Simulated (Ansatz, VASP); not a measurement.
## One calculation of MgO, two programs

```
Mg O
1.0
     0.00000    2.08165    2.08165
     2.08165    0.00000    2.08165
     2.08165    2.08165    0.00000
Mg O
1 1
Cartesian
  0.0000 0.0000 0.0000
  2.0816 2.0816 2.0816
```

Alike in both runs: functional LDA; k mesh 8 × 8 × 8; occupations gaussian, width 0.1 eV; no spin polarisation.

Ansatz relaxed the structure, and its values are those at the end. VASP's run is a single point on that final structure, the one shown.

|  | VASP | Ansatz |
| --- | --- | --- |
| version | VASP 6.6.1 | Ansatz 0.2.0 |
| potentials or method | VASP PAW LDA potentials, release 64 (Mg_sv, O), cutoff 840 eV | scalar-relativistic, plane waves, PAW |
| valence electrons in the cell | 16 | 16 |

VASP gave:

```
gap on the k mesh at the Fermi level (eV) : 5.01
least direct gap on the mesh (eV)         : 5.01
pressure (GPa)                            : 0.1
```

Q: Estimate Ansatz's values.

A: gap on the k mesh at the Fermi level (eV): 5.01; least direct gap on the mesh (eV): 5.01; pressure (GPa): -0.3.

Ansatz warns that its potentials were made for another functional, while VASP's fit it. LDA's correlation is that of Perdew and Zunger in VASP and of Perdew and Wang (1992) in Ansatz.
